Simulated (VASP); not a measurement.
# Ir (Fm-3m) in VASP: further runs

Runs on Ir. Level: r2SCAN. Tasks: single point.

Program: VASP 6.6.1. These are calculated values, not measurements. Logs are shortened: lines on timing, memory, paths and dates and some standing lists are left out, and cuts for length are marked.

## 1. The cell of the first run

The structure is cubic, space group Fm-3m (No. 225). Conventional cell: a = 3.846 Å, b = 3.846 Å, c = 3.846 Å, α = 90.00°, β = 90.00°, γ = 90.00°. Within 3.6 Å of Ir (site symmetry m-3m) lie 12 Ir at 2.72 Å.

## 2. Single point, r2SCAN

POSCAR

```
Ir
1.0
    0.0000000000      1.9228496764      1.9228496764
    1.9228496764      0.0000000000      1.9228496764
    1.9228496764      1.9228496764      0.0000000000
Ir
1
Direct
    0.0000000000      0.0000000000      0.0000000000
```

INCAR.step1

```
PREC = Accurate
ENCUT = 620
ISMEAR = -1
SIGMA = 0.1
LREAL = F
LASPH = T
NELM = 120
NBANDS = 14
GGA = PE
ALGO = Normal
EDIFF = 1E-5
LWAVE = T
LCHARG = F
GGA_COMPAT = F
```

INCAR.step2

```
PREC = Accurate
ENCUT = 620
EDIFF = 1E-6
ISMEAR = -1
SIGMA = 0.1
LREAL = F
LASPH = T
NELM = 120
ALGO = Normal
ISIF = 2
LWAVE = F
LCHARG = F
METAGGA = R2SCAN
LMIXTAU = T
NBANDS = 14
ISTART = 1
GGA_COMPAT = F
```

KPOINTS

```
regular mesh
0
Gamma
  15 15 15
```

Potentials or basis: VASP PAW PBE potentials, release 64 (Ir_sv_GW).

The run is started by

```
$ cat potpaw_PBE.64/Ir_sv_GW/POTCAR > POTCAR
$ cp INCAR.step1 INCAR
$ mpirun -np 1 vasp_std > vasp.out
$ cp INCAR.step2 INCAR
$ mpirun -np 1 vasp_std > vasp.out
```

OUTCAR:

```text
PREC = Accurate
   ENCUT = 620
   EDIFF = 1E-6
   ISMEAR = -1
   LREAL = F
   LASPH = T
   NELM = 120
   ISIF = 2
   METAGGA = R2SCAN
   ISTART = 1

 ion  position               nearest neighbor table
   1  0.000  0.000  0.000-

  LATTYP: Found a face centered cubic cell.
 ALAT       =     3.8456993528

  Lattice vectors:

 A1 = (   0.0000000000,   1.9228496764,   1.9228496764)
 A2 = (   1.9228496764,   0.0000000000,   1.9228496764)
 A3 = (   1.9228496764,   1.9228496764,   0.0000000000)

Analysis of symmetry for initial positions (statically):
=====================================================================
 Subroutine PRICEL returns:
 Original cell was already a primitive cell.

 Routine SETGRP: Setting up the symmetry group for a
 face centered cubic supercell.

 Subroutine GETGRP returns: Found 48 space group operations
 (whereof 48 operations were pure point group operations)
 out of a pool of 48 trial point group operations.

The static configuration has the point symmetry O_h .

Analysis of symmetry for dynamics (positions and initial velocities):
=====================================================================
 Subroutine PRICEL returns:
 Original cell was already a primitive cell.

 Routine SETGRP: Setting up the symmetry group for a
 face centered cubic supercell.

 Subroutine GETGRP returns: Found 48 space group operations
 (whereof 48 operations were pure point group operations)
 out of a pool of 48 trial point group operations.

The dynamic configuration has the point symmetry O_h .

 Subroutine INISYM returns: Found 48 space group operations
 (whereof 48 operations are pure point group operations),
 and found     1 'primitive' translations

----------------------------------------------------------------------------------------

                                     Primitive cell

  volume of cell :      14.2189

  direct lattice vectors                    reciprocal lattice vectors
     0.000000000  1.922849676  1.922849676    -0.260030727  0.260030727  0.260030727
     1.922849676  0.000000000  1.922849676     0.260030727 -0.260030727  0.260030727
     1.922849676  1.922849676  0.000000000     0.260030727  0.260030727 -0.260030727

  length of vectors
     2.719320091  2.719320091  2.719320091     0.450386431  0.450386431  0.450386431

  position of ions in fractional coordinates (direct lattice)
[... 83 lines left out ...]
   ISIF   =      2    stress and relaxation
   ISYM   =      2    0-nonsym 1-usesym 2-fastsym
   POTIM  = 0.5000    time-step for ionic-motion
   TEBEG  =    0.0;   TEEND  =   0.0 temperature during run
   PSTRESS=    0.0 pullay stress
   NELECT =      17.0000    total number of electrons
   NUPDOWN=      -1.0000    fix difference up-down
   EMIN   =  10.00;   EMAX   =-10.00  energy-range for DOS
   EFERMI =   0.00;   METHOD = LEGACY
   ISMEAR =    -1;   SIGMA  =   0.10  broadening in eV -4-tet -1-fermi 0-gaus
   EFERMI_NEDOS =   21; number of points for ismear=-14 and -15
   IALGO  =     38    algorithm
   IMIX   =      4    mixing-type and parameters
     AMIX     =   0.40;   BMIX     =  1.00
     AMIX_MAG =   1.60;   BMIX_MAG =  1.00
  volume/ion in A,a.u.               =      14.22        95.95
  Fermi-wavevector in a.u.,A,eV,Ry     =   1.737544  3.283482 41.076793  3.019059
  Thomas-Fermi vector in A             =   2.810747
   LORBIT       =      0    0 simple, 1 ext, 2 COOP (PROOUT), +10 PAW based schemes
   METAGGA = R2SCAN    functional components
   LHFCALC =     F    Hartree Fock is set to
   AEXX    =    0.0000 exact exchange contribution
   IVDW    =     0    specifies the selected vdW correction
   LEPSILON=     F    determine dielectric tensor
   LRPA    =     F    only Hartree local field effects (RPA)
 non-spin polarized calculation
  energy-cutoff  :      620.00
  volume of cell :       14.22
 maximum number of plane-waves:       531
 NGX is ok and might be reduce to    24
   NGX = 11   NGY = 11   NGZ = 11

 number of electron      17.0000000 magnetization

 Free energy of the ion-electron system (eV)
  ---------------------------------------------------
  ext. energy  EPLUGINS =         0.00000000
  ---------------------------------------------------
  free energy    TOTEN  =       -52.92814439 eV

  energy without entropy =      -52.90199754  energy(sigma->0) =      -52.91507097

 E-fermi :  12.5701     XC(G=0): -15.8621

 val. band max:       12.5380406973   @ k =  -0.4000   0.4667   0.0667
 cond. band min:      12.6129438939   @ k =  -0.3333   0.3333   0.0000
 fundamental gap:      0.0749031966
 Fermi energy:        12.5701005491

 k-point     1 :       0.0000    0.0000    0.0000
  band No.  band energies     occupation
      1     -82.4837      2.00000
      2     -38.2811      2.00000
      3     -38.2811      2.00000
      4     -38.2811      2.00000
      5       1.1177      2.00000
      6       8.5964      2.00000
      7       8.5964      2.00000
      8       8.5964      2.00000
      9      11.2825      1.99999
     10      11.2825      1.99999
     11      26.8455      0.00000
     12      32.6145      0.00000
     13      32.6145      0.00000
     14      32.6145      0.00000
[... 377 lines left out ...]
      1     -82.4574      2.00000
      2     -38.5181      2.00000
      3     -38.3587      2.00000
      4     -38.3517      2.00000
      5       2.8387      2.00000
      6       7.4982      2.00000
      7       9.3857      2.00000
      8       9.4988      2.00000
      9      10.2544      2.00000
     10      11.7624      1.99938
     11      29.6857      0.00000
     12      30.1435      0.00000
     13      33.1697      0.00000
     14      33.7272      0.00000

 [... further k-points ...]

------------------------ aborting loop because EDIFF is reached ----------------------------------------

  FORCE on cell =-STRESS in cart. coord.  units (eV):
  Direction    XX          YY          ZZ          XY          YZ          ZX
  --------------------------------------------------------------------------------------
  -------------------------------------------------------------------------------------
  Total       -0.1143146     -0.1143146     -0.1143146      0.0000000      0.0000000      0.0000000
  in kB      -12.8809015    -12.8809015    -12.8809015      0.0000000      0.0000000      0.0000000
  external PRESSURE =     -12.8809015 kB  Pullay stress =       0.0000000 kB

 VOLUME and BASIS-vectors are now :
 -----------------------------------------------------------------------------
  energy-cutoff  :      620.00
  volume of cell :       14.22
      direct lattice vectors                 reciprocal lattice vectors
     0.000000000  1.922849676  1.922849676    -0.260030727  0.260030727  0.260030727
     1.922849676  0.000000000  1.922849676     0.260030727 -0.260030727  0.260030727
     1.922849676  1.922849676  0.000000000     0.260030727  0.260030727 -0.260030727

 POSITION                                       TOTAL-FORCE (eV/Angst)
 -----------------------------------------------------------------------------------
      0.00000      0.00000      0.00000        -0.000000      0.000000      0.000000
 -----------------------------------------------------------------------------------
    total drift:                                0.000000      0.000000      0.000000

  FREE ENERGIE OF THE ION-ELECTRON SYSTEM (eV)
  ---------------------------------------------------
  free  energy   TOTEN  =       -52.9281443896 eV

  energy  without entropy=      -52.9019975438  energy(sigma->0) =      -52.91507097
```

OUTCAR.step1:

```text
PREC = Accurate
   ENCUT = 620
   ISMEAR = -1
   LREAL = F
   LASPH = T
   NELM = 120
[... 622 lines left out ...]

 POSITION                                       TOTAL-FORCE (eV/Angst)
 -----------------------------------------------------------------------------------
      0.00000      0.00000      0.00000        -0.000000      0.000000      0.000000
 -----------------------------------------------------------------------------------
    total drift:                                0.000000     -0.000000      0.000000

  FREE ENERGIE OF THE ION-ELECTRON SYSTEM (eV)
  ---------------------------------------------------
  free  energy   TOTEN  =        -9.4360951664 eV

  energy  without entropy=       -9.4082012979  energy(sigma->0) =       -9.42214823
```

Run time: 56 s. Hardware: 1 thread of Intel Xeon Platinum 8488C (Sapphire Rapids), shared host; peak memory 0.17 GiB.

Results:

```yaml
Free_energy: -52.9281 eV
Pressure: -1.3 GPa
Band_gap_on_the_k_mesh: zero (an odd number of electrons rules out a gap without spin polarisation)
```

Caveat: the PAW data sets were made with another functional, which shifts forces and pressure a little; spin-orbit coupling is left out, which moves the levels of the heavy elements.

[end of part 1 of 2]

The gap in the log of VASP goes by the Fermi energy; the results here count the filled bands.